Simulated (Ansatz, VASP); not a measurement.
In in VASP and in Ansatz

Contents of INCAR:

```
  AGGAC = 1.0
  AGGAX = 1.0
  ALDAC = 0.0
  ALDAX = 1.0
  ALGO = Normal
  EDIFF = 1E-7
  EDIFFG = -0.01
  ENCUT = 600
  GGA = B5
  IBRION = 2
  ISIF = 3
  ISMEAR = -1
  LASPH = True
  LCHARG = False
  LREAL = False
  LWAVE = False
  NELM = 60
  NSW = 80
  PREC = Accurate
  SIGMA = 0.1
```

Contents of KPOINTS:

```
k-points
0
Gamma
  11 11 6
```

The input POSCAR:

```
In
1.0
    3.3313943041      0.0000000000      0.0000000000
   -1.6656971520      2.8850720974      0.0000000000
    0.0000000000      0.0000000000      5.4401668986
In
2
Direct
    0.3333333333      0.6666666667      0.2500000000
    0.6666666667      0.3333333333      0.7500000000
```

Input for Ansatz:

```yaml
crystal:
  lattice:
    - [3.3313943041, 0.0, 0.0]
    - [-1.665697152, 2.8850720974, 0.0]
    - [0.0, 0.0, 5.4401668986]
  atoms:
    - { symbol: In, position: [0.3333333333, 0.6666666667, 0.25] }
    - { symbol: In, position: [0.6666666667, 0.3333333333, 0.75] }
hamiltonian:
  xc: blyp
  pseudopotentials:
    kind: paw
    azcp:
      In: "pseudopotentials/In.paw.azcp"
basis:
  ecutwfc: 420
  fft_grid_basis: typed
kpoints:
  mp_grid: { grid: [11, 11, 6], shift: [0, 0, 0] }
magnetization:
  spin_polarized: false
scf:
  occupations: { method: fermi_dirac, width: 0.1 }
relax:
  max_steps: 60
  f_tol: 0.01
  cell: {}
```

Alike in both runs: task relaxation of cell and atoms; functional BLYP; k mesh 11 × 11 × 6; occupations fermi-dirac, width 0.1 eV; no spin polarisation.

|  | VASP | Ansatz |
| --- | --- | --- |
| version | VASP 6.6.1 | Ansatz 0.2.0 |
| potentials or method | VASP PAW PBE potentials, release 64 (In_d), cutoff 600 eV | plane waves (420 eV) with PAW, scalar-relativistic |
| valence electrons in the cell | 26 | 26 |

```csv
,VASP,Ansatz,Ansatz less VASP
relaxed volume (Å³/atom),31.31,31.40,+0.086
relaxed length of the cell vector where the two differ most in proportion (Å),3.556,3.560,+0.0045
```

VASP's potentials were made for PBE, not for BLYP.

Noted on VASP's run: the volume moved by over 15 % at a fixed basis, so the end points are rough.
